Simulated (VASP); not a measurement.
Here is a VASP 6.6.1 calculation.

POSCAR

```
Ca3GeN
1.0
    4.7295424800      0.0000000000      0.0000000000
    0.0000000000      4.7295424800      0.0000000000
    0.0000000000      0.0000000000      4.7295424800
Ca Ge N
3 1 1
Direct
    0.0000000000      0.5000000000      0.5000000000
    0.5000000000      0.0000000000      0.5000000000
    0.5000000000      0.5000000000      0.0000000000
    0.0000000000      0.0000000000      0.0000000000
    0.5000000000      0.5000000000      0.5000000000
```

Contents of INCAR.step1:

```
SYSTEM = Ca3GeN
PREC = Accurate
ENCUT = 520
ISMEAR = -1
SIGMA = 0.1
LREAL = .False.
LASPH = .True.
NELM = 60
NBANDS = 32
GGA = PE
ALGO = Normal
EDIFF = 1E-4
LWAVE = .True.
LCHARG = .False.
```

File INCAR.step2:

```
SYSTEM = Ca3GeN
PREC = Accurate
ENCUT = 520
EDIFF = 1E-6
ISMEAR = -1
SIGMA = 0.1
LREAL = .False.
LASPH = .True.
NELM = 60
ALGO = Normal
ISIF = 2
LWAVE = .False.
LCHARG = .True.
METAGGA = R2SCAN
LMIXTAU = .True.
LELF = .True.
LVHAR = .True.
NBANDS = 32
ISTART = 1
```

The input KPOINTS:

```
Automatic mesh
0
Gamma
  7 7 7
  0 0 0
```

Potentials or basis: VASP PAW PBE potentials, release 64 (Ca_sv, Ge_d, N).

The run is started by

```sh
$ cat potpaw_PBE.64/Ca_sv/POTCAR potpaw_PBE.64/Ge_d/POTCAR potpaw_PBE.64/N/POTCAR > POTCAR
$ cp INCAR.step1 INCAR
$ mpirun -np 1 vasp_std > vasp.out
$ cp INCAR.step2 INCAR
$ mpirun -np 1 vasp_std > vasp.out
```

Task: What does it give for the pressure?

Result: 3.1 GPa.

Caveat: the PAW data sets were made with another functional, which shifts forces and pressure a little.
